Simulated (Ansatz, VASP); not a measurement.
One calculation of KMgF3, two programs

File POSCAR:

```
KMgF3
1.0
    4.0583022522      0.0000000000      0.0000000000
    0.0000000000      4.0583022522      0.0000000000
    0.0000000000      0.0000000000      4.0583022522
K Mg F
1 1 3
Direct
    0.0000000000      0.0000000000      0.0000000000
    0.5000000000      0.5000000000      0.5000000000
    0.5000000000      0.5000000000      0.0000000000
    0.5000000000      0.0000000000      0.5000000000
    0.0000000000      0.5000000000      0.5000000000
```

INCAR.step1

```
ALGO = Normal ; EDIFF = 1E-4
ENCUT = 520 ; GGA = PE
ISMEAR = 0 ; LASPH = True
LCHARG = False ; LREAL = False
LWAVE = True ; NBANDS = 24
NELM = 60 ; PREC = Accurate
SIGMA = 0.01
```

INCAR.step2

```
ALGO = Normal ; EDIFF = 1E-6
ENCUT = 520 ; ISIF = 2
ISMEAR = 0 ; ISTART = 1
LASPH = True ; LCHARG = False
LMIXTAU = True ; LREAL = False
LWAVE = False ; METAGGA = R2SCAN
NBANDS = 24 ; NELM = 60
PREC = Accurate ; SIGMA = 0.01
```

KPOINTS

```
k-points
0
Gamma
  6 6 6
```

Input for Ansatz:

```yaml
crystal:
  lattice:
    - [4.0583022522, 0.0, 0.0]
    - [0.0, 4.0583022522, 0.0]
    - [0.0, 0.0, 4.0583022522]
  atoms:
    - { symbol: K, position: [0.0, 0.0, 0.0] }
    - { symbol: Mg, position: [0.5, 0.5, 0.5] }
    - { symbol: F, position: [0.5, 0.5, 0.0] }
    - { symbol: F, position: [0.5, 0.0, 0.5] }
    - { symbol: F, position: [0.0, 0.5, 0.5] }
kpoints:
  mp_grid: { grid: [6, 6, 6] }
hamiltonian:
  xc: r2scan
scf:
  occupations: { method: fixed }
  n_extra_bands: 5
output:
  forces: true
  stress: true
  eigenvalues: true
```

Alike in both runs: task single point; functional r2SCAN; k mesh 6 × 6 × 6; no spin polarisation.

```csv
,VASP,Ansatz
version,VASP 6.6.1,Ansatz 0.2.0
potentials or method,"VASP PAW PBE potentials, release 64 (K_sv, Mg, F)","plane waves, PAW"
plane-wave cutoff (eV),520,500
occupations,"gaussian, width 0.01 eV",fixed
valence electrons in the cell,32,40
```

|  | VASP | Ansatz | Ansatz less VASP |
| --- | --- | --- | --- |
| gap on the k mesh at the Fermi level (eV) | 7.83 | 7.86 | +0.023 |
| pressure (GPa) | -4.6 | -4.0 | +0.62 |

VASP's potentials were made for PBE, not for r2SCAN. VASP's potentials hold 32 valence electrons a cell and Ansatz's 40, so a difference there can come from the potentials and not from the codes.
